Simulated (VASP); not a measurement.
Write the native input for VASP 6.6.1 that does the following.

| Item | Value |
| --- | --- |
| Task | single point |
| Functional | PBEsol |
| Potentials or basis | VASP PAW PBE potentials, release 64 (O) |
| Cutoff | 520 eV |
| k mesh | 10 × 10 × 7 |
| Occupations | fermi-dirac, width 0.05 eV |
| Spin | no spin polarisation |
| Dipole correction | no |
| Further INCAR settings | ALGO = Normal; EDIFF = 1e-06; NBANDS = 13 |

The structure of O lies in POSCAR:

```
O
1.0
    2.8889256149     -1.6842923427      0.0000000000
    2.8889256149      1.6842923427      0.0000000000
   -2.4260014827      0.0000000000      3.6950431885
O
2
Direct
    0.9745461700      0.9745461700      0.8444259800
    0.0254538300      0.0254538300      0.1555740200
```

These files were run (other wordings do the same):

INCAR

```
SYSTEM = O
PREC = Accurate
ENCUT = 520
EDIFF = 1E-6
ISMEAR = -1
SIGMA = 0.05
LREAL = .False.
LASPH = .True.
NELM = 100
ALGO = Normal
ISIF = 2
LWAVE = .False.
LCHARG = .True.
GGA = PS
LELF = .True.
LVHAR = .True.
NBANDS = 13
```

KPOINTS

```
Automatic mesh
0
Gamma
  10 10 7
  0 0 0
```

Potentials or basis: VASP PAW PBE potentials, release 64 (O).

Command:

```bash
$ cat potpaw_PBE.64/O/POTCAR > POTCAR
$ mpirun -np 1 vasp_std > vasp.out
```

It gave:

| Property | Result |
| --- | --- |
| Pressure | -3.7 GPa |
| Largest force | 0.770 eV/Å |
| Band gap on the k mesh | zero (bands 6 and 7 overlap by 0.25 eV) |

Caveat: the standard files for N, O and F lose accuracy on very short bonds; spin is off for a triplet molecule; the stress differs along the axes, from -6 to -1 GPa; this functional lacks dispersion, which holds the molecules together, so the pressure and a relaxed volume are unreliable; the PAW data sets were made with another functional, which shifts forces and pressure a little.

It took 66 s on 1 thread of Intel(R) Xeon(R) Platinum 8375C CPU @ 2.90GHz (Ice Lake) (shared host), peak memory 0.21 GiB.
